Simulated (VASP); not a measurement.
BaTe: single point with PBE-based screened hybrid with 10 % exact exchange

BaTe:

```
Ba Te
1.0
     4.24482    0.00000    0.00000
     0.00000    4.24482    0.00000
     0.00000    0.00000    4.24482
Ba Te
1 1
Cartesian
  0.0000 0.0000 0.0000
  2.1224 2.1224 2.1224
```

| Property | Result |
| --- | --- |
| Program | VASP 6.6.1 |
| Task | single point |
| Functional | PBE-based screened hybrid with 10 % exact exchange |
| Potentials or basis | VASP PAW PBE potentials, release 64 (Ba_sv, Te) |
| Cutoff | 520 eV |
| k mesh | 4 × 4 × 4 |
| Occupations | gaussian, width 0.01 eV |
| Spin | no spin polarisation |

The pressure is 0.4 GPa and the band gap on the k mesh is 0.94 eV (least direct gap 1.16 eV).

Levels at points of the mesh, in eV from the valence-band top:
| k point | band 6 | band 7 | band 8 | band 9 | band 10 | band 11 |
| --- | --- | --- | --- | --- | --- | --- |
| (0.00, 0.00, 0.00) | -0.39 | -0.39 | -0.39 | 0.94 | 0.94 | 2.63 |
| (0.50, 0.00, 0.00) | -3.52 | -0.90 | -0.90 | 1.79 | 5.03 | 5.22 |
| (0.50, 0.50, 0.00) | -2.14 | -2.14 | 0.00 | 1.16 | 2.74 | 3.12 |
| (0.50, 0.50, 0.50) | -3.03 | -3.03 | -3.03 | 4.99 | 4.99 | 4.99 |

It took 5.3 min on 1 thread of Intel(R) Xeon(R) Platinum 8259CL CPU @ 2.50GHz (Skylake/Cascade Lake), on a shared host, peak memory 0.3 GiB.

Caveat: the PAW data sets were made with another functional, which shifts forces and pressure a little; spin-orbit coupling is left out, which moves the levels of the heavy elements. A k mesh can miss the band edges.
